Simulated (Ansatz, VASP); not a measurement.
# EuS3 in VASP and in Ansatz

```
Eu S
1.0
     0.00000    3.43892    3.43892
     3.43892    0.00000    3.43892
     3.43892    3.43892    0.00000
Eu S
1 3
Cartesian
  0.0000 0.0000 0.0000
  5.1584 5.1584 5.1584
  3.4389 3.4389 3.4389
  1.7195 1.7195 1.7195
```

Change from the starting cell: species swapped into the NdMg3 type (Fm-3m, No. 225).

Alike in both runs: functional PBE; k mesh 12 × 12 × 12; occupations gaussian, width 0.1 eV; collinear spin.

Ansatz relaxed the structure, and its values are those at the end. VASP's run is a single point on that final structure, the one shown.

|  | VASP | Ansatz |
| --- | --- | --- |
| version | VASP 6.6.1 | Ansatz 0.2.0 |
| potentials or method | VASP PAW PBE potentials, release 64 (Eu, S), cutoff 520 eV | scalar-relativistic, plane waves, PAW |
| valence electrons in the cell | 35 | 35 |

|  | VASP | Ansatz | Ansatz less VASP |
| --- | --- | --- | --- |
| gap on the k mesh at the Fermi level (eV) | none | none | - |
| pressure (GPa) | -0.1 | 0.0 | +0.09 |
| net moment per atom (μB) | 2.01 | 2.00 | -0.006 |
| size of the moment on the site where the two differ most (μB) | 0.54 | 0.70 | +0.163 |

Site moments also hang on the region over which each program counts them. A gap of «none» marks a metal or a gap that the smearing closes. With one functional, cell and mesh, what is left measures potentials, basis and numerics. Ansatz's warnings: given moment on shells.

Neither program's run includes spin-orbit coupling.
